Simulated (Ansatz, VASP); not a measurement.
**Si2Ge3 in VASP and in Ansatz**

```
Si Ge
1.0
     2.75621    0.00000    0.00000
    -1.37811    2.38695    0.00000
     0.00000    0.00000   13.64328
Si Ge
2 3
Direct
  0.00000 0.00000 0.59563
  0.00000 0.00000 0.40437
  0.00000 0.00000 0.79360
  0.00000 0.00000 0.00000
  0.00000 0.00000 0.20640
```

Alike in both runs: functional PBE; k mesh 6 × 6 × 2; occupations gaussian, width 0.1 eV; no spin polarisation.

Ansatz relaxed the structure, and its values are those at the end. VASP's run is a single point on that final structure, the one shown.

|  | VASP | Ansatz |
| --- | --- | --- |
| version | VASP 6.6.1 | Ansatz 0.2.0 |
| potentials or method | VASP PAW PBE potentials, release 64 (Si, Ge_d), cutoff 520 eV | scalar-relativistic, plane waves, PAW |
| valence electrons in the cell | 50 | 50 |

|  | VASP | Ansatz | Ansatz less VASP |
| --- | --- | --- | --- |
| gap on the k mesh at the Fermi level (eV) | none | none | - |
| pressure (GPa) | 0.0 | 0.1 | +0.08 |
| rms of the force components (eV/Å) | 0.011 | 0.011 | -0.0003 |

A gap of «none» marks a metal or a gap that the smearing closes.

The k mesh is coarse, so the values compare programs but aren't converged.
